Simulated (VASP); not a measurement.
Write the native input for VASP 6.6.1 that does the following.

```
Task                   : single point
Functional             : PBEsol
Potentials or basis    : VASP PAW PBE potentials, release 64 (S, Mo_sv)
Cutoff                 : 520 eV
k mesh                 : 12 × 12 × 1
Occupations            : gaussian, width 0.1 eV
Spin                   : no spin polarisation
Dipole correction      : yes
Further INCAR settings : ALGO = Normal; EDIFF = 1e-06; NBANDS = 27
```

The structure of MoS4 lies in POSCAR:

```
MoS4
1.0
    3.1209825812      0.0000000000      0.0000000000
   -1.5604912906      2.7028502000      0.0000000000
    0.0000000000      0.0000000000     23.9514179558
S Mo
4 1
Direct
    0.6666666667      0.3333333333      0.3131338618
    0.0000000000      0.0000000000      0.4331673381
    0.3333333333      0.6666666667      0.5668326619
    0.6666666667      0.3333333333      0.6868661382
    0.6666666667      0.3333333333      0.5000000000
```

The input as run:

INCAR

```
SYSTEM = MoS4
PREC = Accurate
ENCUT = 520
EDIFF = 1E-6
ISMEAR = 0
SIGMA = 0.1
LREAL = .False.
LASPH = .True.
NELM = 100
ALGO = Normal
ISIF = 2
LWAVE = .False.
LCHARG = .False.
LDIPOL = .True.
IDIPOL = 3
DIPOL = 0.5 0.5 0.500
GGA = PS
NBANDS = 27
```

KPOINTS

```
Automatic mesh
0
Gamma
  12 12 1
  0 0 0
```

Potentials or basis: VASP PAW PBE potentials, release 64 (S, Mo_sv).

Launch:

```bash
$ cat potpaw_PBE.64/S/POTCAR potpaw_PBE.64/Mo_sv/POTCAR > POTCAR
$ mpirun -np 1 vasp_std > vasp.out
```

Results of the run:

- Largest force: 0.076 eV/Å
- Band gap on the k mesh: zero (band 19 reaches -0.34 eV, above the bottom of band 20 at -1.37 eV)

Caveat: the PAW data sets were made with another functional, which shifts forces and pressure a little.

It took 4 min on 1 thread of AMD EPYC 7R43 64-Core Processor (Zen 3) (shared host), peak memory 0.31 GiB.
